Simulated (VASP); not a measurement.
Here is a VASP 6.6.1 calculation.

File INCAR:

```
SYSTEM = Au
PREC = Accurate ; ENCUT = 520
EDIFF = 1E-7 ; ISMEAR = 0
SIGMA = 0.019000000000000003 ; LREAL = .False.
LASPH = .True. ; NELM = 80
ALGO = Normal ; ISIF = 2
LWAVE = .False. ; LCHARG = .True.
GGA = PE ; LELF = .True.
LVHAR = .True. ; NBANDS = 12
```

Contents of KPOINTS:

```
Automatic mesh
0
Gamma
  11 11 11
  0 0 0
```

POSCAR

```
Au
1.0
    0.0000000000      2.0350000000      2.0350000000
    2.0350000000      0.0000000000      2.0350000000
    2.0350000000      2.0350000000      0.0000000000
Au
1
Direct
    0.0000000000      0.0000000000      0.0000000000
```

Potentials or basis: VASP PAW PBE potentials, release 64 (Au).

Command:

```console
$ cat potpaw_PBE.64/Au/POTCAR > POTCAR
$ mpirun -np 1 vasp_std > vasp.out
```

**Question.** Predict the pressure.

**Answer.** 10.5 GPa.
